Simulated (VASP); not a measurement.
# Ca (Im-3m) in VASP: further runs

Runs on Ca. Level: BLYP. Tasks: relaxation of cell and atoms, single point.

Program: VASP 6.6.1. These are calculated values, not measurements. Logs are shortened: lines on timing, memory, paths and dates and some standing lists are left out, and cuts for length are marked.

## Step 1: The cell of the first run

The structure is cubic, space group Im-3m (No. 229). The conventional cell has a = 4.436 Å, b = 4.436 Å, c = 4.436 Å, α = 90.00°, β = 90.00°, γ = 90.00°. Ca (site symmetry m-3m) has 14 Ca at 3.84 to 4.44 Å within 5.0 Å.

## Step 2: Relaxation of cell and atoms, BLYP

The input, INCAR:

```
AGGAC = 1.0
AGGAX = 1.0
ALDAC = 0.0
ALDAX = 1.0
ALGO = Normal
EDIFF = 1E-6
EDIFFG = -0.01
ENCUT = 600
GGA = B5
IBRION = 2
ISIF = 3
ISMEAR = -1
LASPH = T
LCHARG = F
LREAL = F
LWAVE = F
NELM = 60
NSW = 80
PREC = Accurate
SIGMA = 0.1
```

The input, KPOINTS:

```
k-points
0
Gamma
  10 10 10
```

The input, POSCAR:

```
Ca
1.0
   -2.2177580097      2.2177580097      2.2177580097
    2.2177580097     -2.2177580097      2.2177580097
    2.2177580097      2.2177580097     -2.2177580097
Ca
1
Direct
    0.0000000000      0.0000000000      0.0000000000
```

Potentials or basis: VASP PAW PBE potentials, release 64 (Ca_sv).

Command:

```bash
cat potpaw_PBE.64/Ca_sv/POTCAR > POTCAR
mpirun -np 1 vasp_std > vasp.out
```

OUTCAR:

```text
EDIFF = 1E-6
   EDIFFG = -0.01
   ENCUT = 600
   GGA = B5
   IBRION = 2
   ISIF = 3
   ISMEAR = -1
   LASPH = T
   LREAL = F
   NELM = 60
   NSW = 80
   PREC = Accurate

 ion  position               nearest neighbor table
   1  0.000  0.000  0.000-

  LATTYP: Found a body centered cubic cell.
 ALAT       =     4.4355160194

  Lattice vectors:

 A1 = (  -2.2177580097,   2.2177580097,   2.2177580097)
 A2 = (   2.2177580097,  -2.2177580097,   2.2177580097)
 A3 = (   2.2177580097,   2.2177580097,  -2.2177580097)

Analysis of symmetry for initial positions (statically):
=====================================================================
 Subroutine PRICEL returns:
 Original cell was already a primitive cell.

 Routine SETGRP: Setting up the symmetry group for a
 body centered cubic supercell.

 Subroutine GETGRP returns: Found 48 space group operations
 (whereof 48 operations were pure point group operations)
 out of a pool of 48 trial point group operations.

The static configuration has the point symmetry O_h .

Analysis of symmetry for dynamics (positions and initial velocities):
=====================================================================
 Subroutine PRICEL returns:
 Original cell was already a primitive cell.

 Routine SETGRP: Setting up the symmetry group for a
 body centered cubic supercell.

 Subroutine GETGRP returns: Found 48 space group operations
 (whereof 48 operations were pure point group operations)
 out of a pool of 48 trial point group operations.

The dynamic configuration has the point symmetry O_h .

 Subroutine INISYM returns: Found 48 space group operations
 (whereof 48 operations are pure point group operations),
 and found     1 'primitive' translations

----------------------------------------------------------------------------------------

                                     Primitive cell

  volume of cell :      43.6317

  direct lattice vectors                    reciprocal lattice vectors
    -2.217758010  2.217758010  2.217758010     0.000000000  0.225452911  0.225452911
     2.217758010 -2.217758010  2.217758010     0.225452911  0.000000000  0.225452911
     2.217758010  2.217758010 -2.217758010     0.225452911  0.225452911  0.000000000

  length of vectors
     3.841269552  3.841269552  3.841269552     0.318838565  0.318838565  0.318838565

  position of ions in fractional coordinates (direct lattice)
     0.000000000  0.000000000  0.000000000

  ion indices of the primitive-cell ions
   primitive index   ion index
                 1           1

----------------------------------------------------------------------------------------

 KPOINTS: k-points

Automatic generation of k-mesh.
 Grid dimensions read from file:
 generate k-points for:   10   10   10

 Generating k-lattice:

  Cartesian coordinates                     Fractional coordinates (reciprocal lattice)
     0.000000000  0.022545291  0.022545291     0.100000000  0.000000000  0.000000000
     0.022545291  0.000000000  0.022545291     0.000000000  0.100000000  0.000000000
     0.022545291  0.022545291  0.000000000     0.000000000  0.000000000  0.100000000

  Length of vectors
     0.031883856  0.031883856  0.031883856

  Shift w.r.t. Gamma in fractional coordinates (k-lattice)
     0.000000000  0.000000000  0.000000000

 Subroutine IBZKPT returns following result:
 ===========================================

 Found     47 irreducible k-points:

 Following reciprocal coordinates:
            Coordinates               Weight
  0.000000  0.000000  0.000000      1.000000
  0.100000  0.000000  0.000000     12.000000
  0.200000  0.000000  0.000000     12.000000
  0.300000  0.000000  0.000000     12.000000
  0.400000  0.000000  0.000000     12.000000
  0.500000  0.000000  0.000000      6.000000
[... 16 lines left out ...]
  0.300000  0.300000  0.100000      8.000000
 -0.300000  0.300000  0.100000     24.000000
 [... further k-points ...]
   k-points           NKPTS =     47   k-points in BZ     NKDIM =     47   number of bands    NBANDS=      9
   number of dos      NEDOS =    301   number of ions     NIONS =      1
   total plane-waves  NPLWV =  32768
   dimension x,y,z NGX =    32 NGY =   32 NGZ =   32
   dimension x,y,z NGXF=    64 NGYF=   64 NGZF=   64
   ions per type =               1
   NGX,Y,Z   is equivalent  to a cutoff of  13.85, 13.85, 13.85 a.u.
   NGXF,Y,Z  is equivalent  to a cutoff of  27.70, 27.70, 27.70 a.u.
 SYSTEM =  unknown system
   PREC   = accura    normal or accurate (medium, high low for compatibility)
   ISTART =      0    job   : 0-new  1-cont  2-samecut
   ICHARG =      2    charge: 1-file 2-atom 10-const
   ISPIN  =      1    spin polarized calculation?
   LNONCOLLINEAR =      F non collinear calculations
   LSORBIT =      F    spin-orbit coupling
   LASPH  =      T    aspherical Exc in radial PAW
   ENCUT  =  600.0 eV  44.10 Ry    6.64 a.u.   7.67  7.67  7.67*2*pi/ulx,y,z
   NELM   =     60;   NELMIN=  2; NELMDL= -5     # of ELM steps
   EDIFF  = 0.1E-05   stopping-criterion for ELM
   LREAL  =      F    real-space projection
   EDIFFG = -.1E-01   stopping-criterion for IOM
   NSW    =     80    number of steps for IOM
   IBRION =      2    ionic relax: 0-MD 1-quasi-New 2-CG
   NFREE  =      1    steps in history (QN), initial steepest desc. (CG)
   ISIF   =      3    stress and relaxation
   ISYM   =      2    0-nonsym 1-usesym 2-fastsym
   POTIM  = 0.5000    time-step for ionic-motion
   TEBEG  =    0.0;   TEEND  =   0.0 temperature during run
   PSTRESS=    0.0 pullay stress
   NELECT =      10.0000    total number of electrons
   NUPDOWN=      -1.0000    fix difference up-down
   EMIN   =  10.00;   EMAX   =-10.00  energy-range for DOS
   EFERMI =   0.00;   METHOD = LEGACY
   ISMEAR =    -1;   SIGMA  =   0.10  broadening in eV -4-tet -1-fermi 0-gaus
   EFERMI_NEDOS =   21; number of points for ismear=-14 and -15
   IALGO  =     38    algorithm
   IMIX   =      4    mixing-type and parameters
     AMIX     =   0.40;   BMIX     =  1.00
     AMIX_MAG =   1.60;   BMIX_MAG =  1.00
  volume/ion in A,a.u.               =      43.63       294.44
  Fermi-wavevector in a.u.,A,eV,Ry     =   1.001861  1.893242 13.656506  1.003725
  Thomas-Fermi vector in A             =   2.134310
   LORBIT       =      0    0 simple, 1 ext, 2 COOP (PROOUT), +10 PAW based schemes
   GGA     = B5    functional components
   LHFCALC =     F    Hartree Fock is set to
   AEXX    =    0.0000 exact exchange contribution
   IVDW    =     0    specifies the selected vdW correction
   LEPSILON=     F    determine dielectric tensor
   LRPA    =     F    only Hartree local field effects (RPA)
 conjugate gradient relaxation of ions
 non-spin polarized calculation
  energy-cutoff  :      600.00
  volume of cell :       43.63
 maximum number of plane-waves:      1481
   NGX = 15   NGY = 15   NGZ = 15

--------------------------------------- Ionic step        1  -------------------------------------------

 number of electron      10.0000000 magnetization

 number of electron       9.9999999 magnetization

 Free energy of the ion-electron system (eV)
  ---------------------------------------------------
  ext. energy  EPLUGINS =         0.00000000
  ---------------------------------------------------
  free energy    TOTEN  =        -1.25105042 eV

  energy without entropy =       -1.20300276  energy(sigma->0) =       -1.22702659

------------------------ aborting loop because EDIFF is reached ----------------------------------------

  FORCE on cell =-STRESS in cart. coord.  units (eV):
  Direction    XX          YY          ZZ          XY          YZ          ZX
  --------------------------------------------------------------------------------------
  -------------------------------------------------------------------------------------
  Total       -0.1142251     -0.1142251     -0.1142251     -0.0000000     -0.0000000     -0.0000000
  in kB       -4.1943982     -4.1943982     -4.1943982     -0.0000000     -0.0000000     -0.0000000
  external PRESSURE =      -4.1943982 kB  Pullay stress =       0.0000000 kB

 VOLUME and BASIS-vectors are now :
 -----------------------------------------------------------------------------
  energy-cutoff  :      600.00
  volume of cell :       43.63
      direct lattice vectors                 reciprocal lattice vectors
    -2.217758010  2.217758010  2.217758010     0.000000000  0.225452911  0.225452911
     2.217758010 -2.217758010  2.217758010     0.225452911  0.000000000  0.225452911
     2.217758010  2.217758010 -2.217758010     0.225452911  0.225452911  0.000000000
[... 36 lines left out ...]
 POSITION                                       TOTAL-FORCE (eV/Angst)
 -----------------------------------------------------------------------------------
      2.20554      2.20554      2.20554         0.000000     -0.000000      0.000000
 -----------------------------------------------------------------------------------
    total drift:                               -0.000000     -0.000000      0.000000

  FREE ENERGIE OF THE ION-ELECTRON SYSTEM (eV)
  ---------------------------------------------------
  free  energy   TOTEN  =        -1.2523013701 eV

  energy  without entropy=       -1.2046189519  energy(sigma->0) =       -1.22846016

--------------------------------------- Ionic step        3  -------------------------------------------

 number of electron       9.9999999 magnetization

 Free energy of the ion-electron system (eV)
  ---------------------------------------------------
  ext. energy  EPLUGINS =         0.00000000
  ---------------------------------------------------
  free energy    TOTEN  =        -1.25251414 eV

  energy without entropy =       -1.20509645  energy(sigma->0) =       -1.22880529

 E-fermi :   2.4045     XC(G=0):  -7.2846

 val. band max:        2.3978367729   @ k =   0.5000   0.5000   0.3000
 cond. band min:       2.4252356536   @ k =   0.5000   0.5000   0.2000
 fundamental gap:      0.0273988808
 Fermi energy:         2.4045037267

 k-point     1 :       0.0000    0.0000    0.0000
  band No.  band energies     occupation
      1     -39.6500      2.00000
      2     -20.6877      2.00000
      3     -20.6877      2.00000
      4     -20.6877      2.00000
      5      -1.5912      2.00000
      6       4.5090      0.00000
      7       4.5090      0.00000
      8       4.5090      0.00000
      9       5.5159      0.00000

 k-point     2 :       0.1000    0.0000    0.0000
  band No.  band energies     occupation
      1     -39.6485      2.00000
      2     -20.7011      2.00000
      3     -20.6922      2.00000
      4     -20.6877      2.00000
      5      -1.4111      2.00000
      6       4.4067      0.00000
      7       4.4424      0.00000
      8       4.6421      0.00000
      9       5.4052      0.00000
[... 253 lines left out ...]
 k-point    24 :      -0.3000    0.3000    0.1000
  band No.  band energies     occupation
      1     -39.6391      2.00000
      2     -20.7764      2.00000
      3     -20.7231      2.00000
      4     -20.6980      2.00000
      5       0.0702      2.00000
      6       3.5786      0.00002
      7       3.9929      0.00000
      8       5.0240      0.00000
      9       5.5627      0.00000

 [... further k-points ...]

------------------------ aborting loop because EDIFF is reached ----------------------------------------

  FORCE on cell =-STRESS in cart. coord.  units (eV):
  Direction    XX          YY          ZZ          XY          YZ          ZX
  --------------------------------------------------------------------------------------
  -------------------------------------------------------------------------------------
  Total       -0.0012063     -0.0012063     -0.0012063      0.0000000      0.0000000      0.0000000
  in kB       -0.0455051     -0.0455051     -0.0455051      0.0000000      0.0000000      0.0000000
  external PRESSURE =      -0.0455051 kB  Pullay stress =       0.0000000 kB

 VOLUME and BASIS-vectors are now :
 -----------------------------------------------------------------------------
  energy-cutoff  :      600.00
  volume of cell :       42.47
      direct lattice vectors                 reciprocal lattice vectors
    -2.197954008  2.197954008  2.197954008     0.000000000  0.227484287  0.227484287
     2.197954008 -2.197954008  2.197954008     0.227484287  0.000000000  0.227484287
     2.197954008  2.197954008 -2.197954008     0.227484287  0.227484287  0.000000000

 POSITION                                       TOTAL-FORCE (eV/Angst)
 -----------------------------------------------------------------------------------
      0.00000      0.00000      0.00000         0.000000      0.000000     -0.000000
 -----------------------------------------------------------------------------------
    total drift:                                0.000000      0.000000     -0.000000

  FREE ENERGIE OF THE ION-ELECTRON SYSTEM (eV)
  ---------------------------------------------------
  free  energy   TOTEN  =        -1.2525141395 eV

  energy  without entropy=       -1.2050964496  energy(sigma->0) =       -1.22880529

 reached required accuracy - stopping structural energy minimisation
```

Wall time 50 s (1 thread of AMD EPYC 9R45 (Zen 5), shared host); peak memory 0.16 GiB.

Results:

- Free energy: -1.2525 eV
- Relaxed volume: 42.47 Å³/atom
- Relaxed cell: a = 3.807 Å, b = 3.807 Å, c = 3.807 Å, α = 109.47°, β = 109.47°, γ = 109.47°
- Space group after relaxing (to 0.05 Å): Im-3m (No. 229)
- Energy gained by relaxing: 1.5 meV/atom
- Ionic steps: 3
- Pressure after relaxing: 0.0 GPa
- Band gap on the k mesh: zero (band 5 reaches 2.64 eV, above the bottom of band 6 at 2.39 eV)

The path:
| step | energy change (eV) | largest force (eV/Å) | pressure (GPa) | volume (Å³) |
| --- | --- | --- | --- | --- |
| 1 | 0.0000 | 0.0000 | -0.42 | 43.63 |
| 2 | -0.0013 | 0.0000 | -0.16 | 42.91 |
| 3 | -0.0015 | 0.0000 | 0.00 | 42.47 |

Final structure:
```
Ca
1.0
    -2.19795    2.19795    2.19795
     2.19795   -2.19795    2.19795
     2.19795    2.19795   -2.19795
Ca
1
Direct
  0.00000 0.00000 0.00000
```

Caveat: the PAW data sets were made with another functional, which shifts forces and pressure a little.

(Continued in part 2 of 2.)
